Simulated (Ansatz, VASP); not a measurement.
MgS in VASP and in Ansatz

Contents of POSCAR:

```
MgS
1.0
    0.0000000000      2.6016500000      2.6016500000
    2.6016500000      0.0000000000      2.6016500000
    2.6016500000      2.6016500000      0.0000000000
Mg S
1 1
Direct
    0.0000000000      0.0000000000      0.0000000000
    0.5000000000      0.5000000000      0.5000000000
```

The input INCAR.step1:

```
SYSTEM = MgS
PREC = Accurate
ENCUT = 660
ISMEAR = 0
SIGMA = 0.01
LREAL = .False.
LASPH = .True.
NELM = 120
NBANDS = 11
GGA = PE
ALGO = Normal
EDIFF = 1E-5
LWAVE = .True.
LCHARG = .False.
GGA_COMPAT = .False.
```

INCAR.step2

```
SYSTEM = MgS
PREC = Accurate
ENCUT = 660
EDIFF = 1E-6
ISMEAR = 0
SIGMA = 0.01
LREAL = .False.
LASPH = .True.
NELM = 120
ALGO = Normal
ISIF = 2
LWAVE = .False.
LCHARG = .False.
METAGGA = R2SCAN
LMIXTAU = .True.
NBANDS = 11
ISTART = 1
GGA_COMPAT = .False.
```

File KPOINTS:

```
regular mesh
0
Gamma
  8 8 8
  0 0 0
```

Input for Ansatz:

```yaml
crystal:
  lattice:
    - [0.0, 2.60165, 2.60165]
    - [2.60165, 0.0, 2.60165]
    - [2.60165, 2.60165, 0.0]
  atoms:
    - { symbol: Mg, position: [0.0, 0.0, 0.0] }
    - { symbol: S, position: [0.5, 0.5, 0.5] }
kpoints:
  mp_grid: { grid: [8, 8, 8] }
scf:
  occupations: { method: fixed }
hamiltonian:
  xc: r2scan
  pseudopotentials: { kind: paw }
output:
  forces: true
  stress: true
  eigenvalues: true
  eigenstates:
    nscf_kmesh: { grid: [14, 14, 14] }
    de_dk: true
    e_range: [-9, 13.46243747553]
  optics:
    e_range: [0, 20]
    de: 0.2
    sigma: 0.2
    bands: { spectra_wanted_up_to: 20 }
    nscf_kmesh: { grid: [14, 14, 14] }
checkpoint:
  write: ck
  write_wavefunctions: false
```

Alike in both runs: task single point; functional r2SCAN; k mesh 8 × 8 × 8; no spin polarisation.

|  | VASP | Ansatz |
| --- | --- | --- |
| version | VASP 6.6.1 | Ansatz 0.2.0 |
| potentials or method | VASP PAW PBE potentials, release 64 (Mg, S) | PAW with Ansatz's default frozen-core files, scalar-relativistic |
| plane-wave cutoff (eV) | 660 | 500 |
| occupations | gaussian, width 0.01 eV | fixed |
| valence electrons in the cell | 8 | 16 |

```tsv
	VASP	Ansatz	Ansatz less VASP
gap on the k mesh at the Fermi level (eV)	3.43	3.46	+0.029
pressure (GPa)	-0.5	0.0	+0.45
```

VASP's potentials were made for PBE, not for r2SCAN. VASP's potentials hold 8 valence electrons a cell and Ansatz's 16, so a difference there can come from the potentials and not from the codes.
